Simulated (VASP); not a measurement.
Here is a VASP 6.6.1 calculation.

Contents of INCAR:

```
ALGO = Normal
EDIFF = 1E-6
ENCUT = 520
GGA = PE
ISIF = 2
ISMEAR = -1
LASPH = T
LCHARG = T
LELF = T
LREAL = F
LVHAR = T
LWAVE = F
NBANDS = 9
NELM = 100
PREC = Accurate
SIGMA = 0.1
```

File KPOINTS:

```
k-points
0
Gamma
  11 11 11
```

The input POSCAR:

```
Se
1.0
    2.8307185976      0.0000000000      0.0000000000
    0.0000000000      2.8307185976      0.0000000000
    0.0000000000      0.0000000000      2.8307185976
Se
1
Direct
    0.0000000000      0.0000000000      0.0000000000
```

Potentials or basis: VASP PAW PBE potentials, release 64 (Se).

Run with:

```bash
$ cat potpaw_PBE.64/Se/POTCAR > POTCAR
$ mpirun -np 1 vasp_std > vasp.out
```

Q: Estimate the pressure.

A: 0.0 GPa.

Q: Estimate the band gap on the k mesh.

A: Zero (band 3 reaches 7.40 eV, above the bottom of band 4 at 1.42 eV).
